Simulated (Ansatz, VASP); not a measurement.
One calculation of BaS, two programs

```
CELL_PARAMETERS angstrom
0.00000 3.19375 3.19375
3.19375 0.00000 3.19375
3.19375 3.19375 0.00000
ATOMIC_POSITIONS crystal
Ba 0.00000 0.00000 0.00000
S 0.48616 0.51384 0.50000
```

Change from the starting cell: all S atoms moved +0.062 Å, as atom 2 along Cartesian [1 -1 0].

Alike in both runs: task single point; functional LDA; k mesh 8 × 8 × 8; occupations gaussian, width 0.05 eV; no spin polarisation.

```csv
,VASP,Ansatz
version,VASP 6.6.1,Ansatz 0.2.0
potentials or method,"VASP PAW LDA potentials, release 64 (Ba_sv, S), cutoff 520 eV","scalar-relativistic, plane waves, PAW"
valence electrons in the cell,16,16
```

|  | VASP | Ansatz | Ansatz less VASP |
| --- | --- | --- | --- |
| gap on the k mesh at the Fermi level (eV) | 1.92 | 2.02 | +0.103 |
| least direct gap on the mesh (eV) | 2.05 | 2.13 | +0.073 |
| pressure (GPa) | -1.8 | -2.4 | -0.63 |
| traceless stress, the component that is largest in VASP (GPa) | -0.06 | -0.05 | +0.005 |
| rms of the force components (eV/Å) | 0.068 | 0.061 | -0.0067 |

LDA's correlation is that of Perdew and Zunger in VASP and of Perdew and Wang (1992) in Ansatz. Atom by atom the forces differ by 0.007 eV/Å (rms over components).

Spin-orbit coupling is off throughout.
